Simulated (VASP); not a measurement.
# As (R-3m) in VASP: a series of runs

Runs on As. Level: PBE. Tasks: single point.

Program: VASP 6.6.1. These are calculated values, not measurements. Logs are shortened: lines on timing, memory, paths and dates and some standing lists are left out, and cuts for length are marked.

## 1. The cell of the first run

Symmetry: R-3m, No. 166, trigonal system. Conventional cell: a = 3.759 Å, b = 3.759 Å, c = 10.457 Å, α = 90.00°, β = 90.00°, γ = 120.00°. Within 3.3 Å of As (site symmetry 3m) lie 6 As at 2.52 to 3.10 Å.

## 2. Single point, PBE

Input file INCAR:

```
PREC     = Accurate       # precision mode
ENCUT    = 600            # plane-wave cutoff, eV
EDIFF    = 1E-6           # SCF threshold, eV
ISMEAR   = 0              # smearing method
SIGMA    = 0.1            # smearing width, eV
LREAL    = False          # projectors in reciprocal space
LASPH    = True           # aspherical terms in the spheres
NELM     = 120            # most SCF steps
ALGO     = Normal         # electronic algorithm
ISIF     = 2              # what is computed and relaxed
LWAVE    = False          # write WAVECAR
LCHARG   = False          # write CHGCAR
GGA      = PE             # functional
NBANDS   = 22             # bands
GGA_COMPAT= False
```

Input file KPOINTS:

```
Automatic mesh
0
Gamma
  3 3 3
```

Input file POSCAR:

```
As
1.0
    1.8797494575      1.0852738553      3.4857700000
   -1.8797494575      1.0852738553      3.4857700000
    0.0000000000     -2.1705477106      3.4857700000
As
2
Direct
    0.2275400000      0.2275400000      0.2275400000
    0.7724600000      0.7724600000      0.7724600000
```

Potentials or basis: VASP PAW PBE potentials, release 64 (As_d).

Run with:

```bash
$ cat potpaw_PBE.64/As_d/POTCAR > POTCAR
$ mpirun -np 1 vasp_std > vasp.out
```

OUTCAR:

```text
PREC = Accurate
   ENCUT = 600
   EDIFF = 1E-6
   ISMEAR = 0
   LREAL = False
   LASPH = True
   NELM = 120
   ISIF = 2
   GGA = PE

 ion  position               nearest neighbor table
   1  0.228  0.228  0.228-   2 2.52   2 2.52   2 2.52
   2  0.772  0.772  0.772-   1 2.52   1 2.52   1 2.52

  LATTYP: Found a trigonal (rhomboedric) cell.
 ALAT       =     4.1063207202
 COS(alpha) =     0.5808936906

  Lattice vectors:

 A1 = (   1.8797494575,   1.0852738553,   3.4857700000)
 A2 = (  -1.8797494575,   1.0852738553,   3.4857700000)
 A3 = (   0.0000000000,  -2.1705477106,   3.4857700000)

Analysis of symmetry for initial positions (statically):
=====================================================================
 Subroutine PRICEL returns:
 Original cell was already a primitive cell.

 Routine SETGRP: Setting up the symmetry group for a
 trigonal (rhombohedral) supercell.

 Subroutine GETGRP returns: Found 12 space group operations
 (whereof 12 operations were pure point group operations)
 out of a pool of 12 trial point group operations.

The static configuration has the point symmetry D_3d.

Analysis of symmetry for dynamics (positions and initial velocities):
=====================================================================
 Subroutine PRICEL returns:
 Original cell was already a primitive cell.

 Routine SETGRP: Setting up the symmetry group for a
 trigonal (rhombohedral) supercell.

 Subroutine GETGRP returns: Found 12 space group operations
 (whereof 12 operations were pure point group operations)
 out of a pool of 12 trial point group operations.

The dynamic configuration has the point symmetry D_3d.

 Subroutine INISYM returns: Found 12 space group operations
 (whereof 12 operations are pure point group operations),
 and found     1 'primitive' translations

----------------------------------------------------------------------------------------

                                     Primitive cell

  volume of cell :      42.6667

  direct lattice vectors                    reciprocal lattice vectors
     1.879749457  1.085273855  3.485770000     0.265992895  0.153571070  0.095626887
    -1.879749457  1.085273855  3.485770000    -0.265992895  0.153571070  0.095626887
     0.000000000 -2.170547711  3.485770000     0.000000000 -0.307142139  0.095626887

  length of vectors
[... 58 lines left out ...]
   LNONCOLLINEAR =      F non collinear calculations
   LSORBIT =      F    spin-orbit coupling
   LASPH  =      T    aspherical Exc in radial PAW
   ENCUT  =  600.0 eV  44.10 Ry    6.64 a.u.   8.20  8.20  8.20*2*pi/ulx,y,z
   NELM   =    120;   NELMIN=  2; NELMDL= -5     # of ELM steps
   EDIFF  = 0.1E-05   stopping-criterion for ELM
   LREAL  =      F    real-space projection
   EDIFFG = 0.1E-04   stopping-criterion for IOM
   NSW    =      0    number of steps for IOM
   IBRION =     -1    ionic relax: 0-MD 1-quasi-New 2-CG
   NFREE  =      0    steps in history (QN), initial steepest desc. (CG)
   ISIF   =      2    stress and relaxation
   ISYM   =      2    0-nonsym 1-usesym 2-fastsym
   POTIM  = 0.5000    time-step for ionic-motion
   TEBEG  =    0.0;   TEEND  =   0.0 temperature during run
   PSTRESS=    0.0 pullay stress
   NELECT =      30.0000    total number of electrons
   NUPDOWN=      -1.0000    fix difference up-down
   EMIN   =  10.00;   EMAX   =-10.00  energy-range for DOS
   EFERMI =   0.00;   METHOD = LEGACY
   ISMEAR =     0;   SIGMA  =   0.10  broadening in eV -4-tet -1-fermi 0-gaus
   EFERMI_NEDOS =   21; number of points for ismear=-14 and -15
   IALGO  =     38    algorithm
   IMIX   =      4    mixing-type and parameters
     AMIX     =   0.40;   BMIX     =  1.00
     AMIX_MAG =   1.60;   BMIX_MAG =  1.00
  volume/ion in A,a.u.               =      21.33       143.96
  Fermi-wavevector in a.u.,A,eV,Ry     =   1.455746  2.750960 28.833402  2.119195
  Thomas-Fermi vector in A             =   2.572744
   LORBIT       =      0    0 simple, 1 ext, 2 COOP (PROOUT), +10 PAW based schemes
   GGA     = PE    functional components
   LHFCALC =     F    Hartree Fock is set to
   AEXX    =    0.0000 exact exchange contribution
   IVDW    =     0    specifies the selected vdW correction
   LEPSILON=     F    determine dielectric tensor
   LRPA    =     F    only Hartree local field effects (RPA)
 non-spin polarized calculation
 Gauss-broadening in eV      SIGMA  =   0.10
  energy-cutoff  :      600.00
  volume of cell :       42.67
 maximum number of plane-waves:      1441
 NGX is ok and might be reduce to    36
   NGX = 17   NGY = 17   NGZ = 17

 number of electron      29.9999998 magnetization

 Free energy of the ion-electron system (eV)
  ---------------------------------------------------
  ext. energy  EPLUGINS =         0.00000000
  ---------------------------------------------------
  free energy    TOTEN  =        -9.46451576 eV

  energy without entropy =       -9.46451576  energy(sigma->0) =       -9.46451576

 E-fermi :   3.6620     XC(G=0): -10.7127

 val. band max:        3.1967287648   @ k =   0.3333   0.3333   0.3333
 cond. band min:       4.5242949786   @ k =   0.3333   0.0000   0.0000
 fundamental gap:      1.3275662138
 Fermi energy:         3.6620455587

 k-point     1 :       0.0000    0.0000    0.0000
  band No.  band energies     occupation
      1     -32.3933      2.00000
      2     -32.3933      2.00000
      3     -32.3469      2.00000
      4     -32.3469      2.00000
      5     -32.3226      2.00000
      6     -32.2797      2.00000
[... 139 lines left out ...]
     21      13.8621      0.00000
     22      16.5393      0.00000

------------------------ aborting loop because EDIFF is reached ----------------------------------------

  FORCE on cell =-STRESS in cart. coord.  units (eV):
  Direction    XX          YY          ZZ          XY          YZ          ZX
  --------------------------------------------------------------------------------------
  -------------------------------------------------------------------------------------
  Total        1.7727334      1.7727334     -0.0671715      0.0000000     -0.0000000      0.0000000
  in kB       66.5678803     66.5678803     -2.5223569      0.0000000     -0.0000000      0.0000000
  external PRESSURE =      43.5378012 kB  Pullay stress =       0.0000000 kB

 VOLUME and BASIS-vectors are now :
 -----------------------------------------------------------------------------
  energy-cutoff  :      600.00
  volume of cell :       42.67
      direct lattice vectors                 reciprocal lattice vectors
     1.879749457  1.085273855  3.485770000     0.265992895  0.153571070  0.095626887
    -1.879749457  1.085273855  3.485770000    -0.265992895  0.153571070  0.095626887
     0.000000000 -2.170547711  3.485770000     0.000000000 -0.307142139  0.095626887

 POSITION                                       TOTAL-FORCE (eV/Angst)
 -----------------------------------------------------------------------------------
      0.00000      0.00000      2.37946         0.000000     -0.000000     -0.123130
      0.00000      0.00000      8.07785         0.000000      0.000000      0.123130
 -----------------------------------------------------------------------------------
    total drift:                               -0.000000      0.000000     -0.000000

  FREE ENERGIE OF THE ION-ELECTRON SYSTEM (eV)
  ---------------------------------------------------
  free  energy   TOTEN  =        -9.4645157608 eV

  energy  without entropy=       -9.4645157608  energy(sigma->0) =       -9.46451576
```

OSZICAR:

```text
N       E                     dE             d eps       ncg     rms          rms(c)
DAV:   1     0.201806384800E+03    0.20181E+03   -0.13962E+04   350   0.710E+03
DAV:   2     0.208998817030E+02   -0.18091E+03   -0.17253E+03   270   0.894E+02
DAV:   3    -0.808464050249E+01   -0.28985E+02   -0.28404E+02   294   0.153E+02
DAV:   4    -0.946320821616E+01   -0.13786E+01   -0.13766E+01   294   0.383E+01
DAV:   5    -0.948954690979E+01   -0.26339E-01   -0.26337E-01   300   0.641E+00    0.401E+00
DAV:   6    -0.947163436449E+01    0.17913E-01   -0.13375E-02   308   0.121E+00    0.237E+00
DAV:   7    -0.946427848333E+01    0.73559E-02   -0.16967E-02   378   0.961E-01    0.110E-01
DAV:   8    -0.946446487896E+01   -0.18640E-03   -0.27246E-03   312   0.489E-01    0.367E-02
DAV:   9    -0.946450802389E+01   -0.43145E-04   -0.16119E-04   300   0.115E-01    0.210E-02
DAV:  10    -0.946451598837E+01   -0.79645E-05   -0.11828E-05   272   0.344E-02    0.581E-03
DAV:  11    -0.946451576080E+01    0.22758E-06   -0.24361E-06   246   0.171E-02
   1 F= -.94645158E+01 E0= -.94645158E+01  d E =-.165105E-11
```

stdout:

```text
POSCAR found type information on POSCAR As
 POSCAR found :  1 types and       2 ions
 scaLAPACK will be used
 LDA part: xc-table for (Slater+PW92), standard interpolation
 POSCAR, INCAR and KPOINTS ok, starting setup
 FFT: planning ... GRIDC
 FFT: planning ... GRID_SOFT
 FFT: planning ... GRID
 WAVECAR not read
 entering main loop
```

It used 29 s of CPU time on 1 thread of AMD EPYC 7R13 Processor (Zen 3), with other jobs on the host.

Results:

* Free energy: -9.4645 eV
* Pressure: 4.4 GPa
* Largest force: 0.123 eV/Å
* Band gap on the k mesh: 1.33 eV, indirect (least direct gap 1.78 eV)

Forces in eV/Å, atoms in the order of the input:
```
As   0.000  0.000 -0.123
As   0.000  0.000  0.123
```

Levels at points of the mesh, in eV from the valence-band top:
| k point | band 11 | band 12 | band 13 | band 14 | band 15 | band 16 | band 17 | band 18 | band 19 | band 20 |
| --- | --- | --- | --- | --- | --- | --- | --- | --- | --- | --- |
| (0.00, 0.00, 0.00) | -14.37 | -5.11 | -1.88 | -1.29 | -1.29 | 2.55 | 3.68 | 3.68 | 7.49 | 7.49 |

Caveat: the k points lie up to 0.67 Å⁻¹ apart. A hybrid or GW would open this gap; PBE tends to underestimate it.

## 3. Single point, PBE

Input file INCAR:

```
ALGO = Normal
EDIFF = 1E-6
ENCUT = 600
GGA = PE
GGA_COMPAT = F
ISIF = 2
ISMEAR = 0
ISYM = 0
LASPH = T
LCHARG = F
LREAL = F
LWAVE = F
NBANDS = 22
NELM = 120
PREC = Accurate
SIGMA = 0.1
```

Input file KPOINTS:

```
k-points
0
Gamma
  5 3 4
```

POSCAR is that of step 2.

Potentials or basis: VASP PAW PBE potentials, release 64 (As_d).

Run with:

```bash
$ cat potpaw_PBE.64/As_d/POTCAR > POTCAR
$ mpirun -np 1 vasp_std > vasp.out
```

It used 130 s of CPU time on 1 thread of AMD EPYC 7R13 Processor (Zen 3), on a shared host.

It converged, with:

```
Free energy            : -9.3143 eV
Pressure               : 3.6 GPa
Largest force          : 0.366 eV/Å
Band gap on the k mesh : zero (band 15 reaches 3.86 eV, above the bottom of band 16 at 3.57 eV)
```

Forces on the atoms (eV/Å):
```
As   0.139  0.152  0.303
As  -0.139 -0.152 -0.303
```

Stress tensor (GPa, compression positive):
```
 4.33 -0.56 -0.34
-0.56  3.46  0.58
-0.34  0.58  2.97
```

Levels at points of the mesh, in eV from the Fermi level:
```
           k point  band 11  band 12  band 13  band 14  band 15  band 16  band 17  band 18  band 19  band 20
(0.00, 0.00, 0.00)   -15.10    -5.78    -2.55    -2.03    -2.02     1.76     2.96     2.96     6.82     6.82
(0.00, 0.00, 0.50)   -12.33   -11.16    -2.78    -2.75    -0.36    -0.31     0.26     1.25     9.06     9.31
```

Caveat: the k points lie up to 0.67 Å⁻¹ apart.
